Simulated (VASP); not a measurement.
A run of VASP 6.6.1 is set up as follows.

File POSCAR:

```
RuS
1.0
    0.0000000000      2.4486422060      2.4486422060
    2.4486422060      0.0000000000      2.4486422060
    2.4486422060      2.4486422060      0.0000000000
Ru S
1 1
Direct
    0.5000000000      0.5000000000      0.5000000000
    0.0000000000      0.0000000000      0.0000000000
```

INCAR.step1

```
PREC = Accurate
ENCUT = 520
ISMEAR = 0
SIGMA = 0.05
LREAL = False
LASPH = True
NELM = 100
NBANDS = 17
GGA = PE
ALGO = Normal
EDIFF = 1E-4
LWAVE = True
LCHARG = False
```

The input INCAR.step2:

```
PREC = Accurate
ENCUT = 520
EDIFF = 1E-7
ISMEAR = 0
SIGMA = 0.05
LREAL = False
LASPH = True
NELM = 100
ALGO = Normal
ISIF = 2
LWAVE = False
LCHARG = True
METAGGA = R2SCAN
LMIXTAU = True
LELF = True
LVHAR = True
NBANDS = 17
ISTART = 1
```

The input KPOINTS:

```
Automatic mesh
0
Gamma
  12 12 12
```

Potentials or basis: VASP PAW PBE potentials, release 64 (Ru_pv, S).

The run is started by

```bash
$ cat potpaw_PBE.64/Ru_pv/POTCAR potpaw_PBE.64/S/POTCAR > POTCAR
$ cp INCAR.step1 INCAR
$ mpirun -np 1 vasp_std > vasp.out
$ cp INCAR.step2 INCAR
$ mpirun -np 1 vasp_std > vasp.out
```

Question: Predict the pressure.

Answer: 0.3 GPa.

Question: Estimate the band gap on the k mesh.

Answer: Zero (bands 10 and 11 overlap by 2.26 eV).

Caveat: an empty level that is flat over the whole mesh can mark a ghost state of the potentials, or a narrow d or f band; the PAW data sets were made with another functional, which shifts forces and pressure a little.
